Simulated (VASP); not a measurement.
A run of VASP 6.6.1 is set up as follows.

File INCAR:

```
  PREC = Accurate
  ENCUT = 400
  EDIFF = 1E-6
  ISMEAR = -1
  SIGMA = 0.01
  LREAL = F
  LASPH = T
  NELM = 200
  ALGO = Normal
  ISIF = 2
  LWAVE = F
  LCHARG = F
  ISPIN = 2
  MAGMOM = 2
  LORBIT = 11
  LMAXMIX = 4
  GGA = PE
  NBANDS = 15
  ISYM = 0
  GGA_COMPAT = F
```

Contents of KPOINTS:

```
Automatic mesh
0
Gamma
  1 1 1
```

Contents of POSCAR:

```
Hf
1.0
   14.0000000000      0.0000000000      0.0000000000
    0.0000000000     14.4000000000      0.0000000000
    0.0000000000      0.0000000000     14.8000000000
Hf
1
Direct
    0.5000000000      0.5000000000      0.5000000000
```

Potentials or basis: VASP PAW PBE potentials, release 64 (Hf_pv).

Run with:

```bash
$ cat potpaw_PBE.64/Hf_pv/POTCAR > POTCAR
$ mpirun -np 1 vasp_gam > vasp.out
```

(1) What does it give for the net moment?

(2) Predict the pressure.

Answers

(1) 2.00 μB per cell.

(2) 0.0 GPa.
